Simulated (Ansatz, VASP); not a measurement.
One calculation of Be2ZnSe3, two programs

```
Be Zn Se
1.0
     7.17256    0.00000    0.00000
    -3.58628    6.21162    0.00000
     0.00000    0.00000    2.96145
Be Zn Se
2 1 3
Cartesian
  3.5863 2.0705 2.1730
  0.0000 4.1411 2.1730
  0.0000 0.0000 2.7460
  -1.7931 3.1058 2.7396
  3.5863 0.0000 2.7396
  1.7931 3.1058 2.7396
```

Change from the starting cell: species swapped into the NaSn2Pd3 type (P6mm, No. 183).

Alike in both runs: functional PBE; k mesh 6 × 6 × 12; occupations gaussian, width 0.1 eV; no spin polarisation.

Ansatz relaxed the structure, and its values are those at the end. VASP's run is a single point on that final structure, the one shown.

|  | VASP | Ansatz |
| --- | --- | --- |
| version | VASP 6.6.1 | Ansatz 0.2.0 |
| potentials or method | VASP PAW PBE potentials, release 64 (Be, Zn, Se), cutoff 520 eV | scalar-relativistic, plane waves, PAW |
| valence electrons in the cell | 34 | 64 |

Ansatz gave:

| Item | Value |
| --- | --- |
| gap on the k mesh at the Fermi level (eV) | none |
| pressure (GPa) | 0.0 |
| rms of the force components (eV/Å) | 0.001 |

Q: Estimate VASP's values.

A: gap on the k mesh at the Fermi level (eV): none; pressure (GPa): 0.1; rms of the force components (eV/Å): 0.004.

A gap of «none» marks a metal or a gap that the smearing closes. VASP's potentials hold 34 valence electrons a cell and Ansatz's 64, so a difference there can come from the potentials and not from the codes.
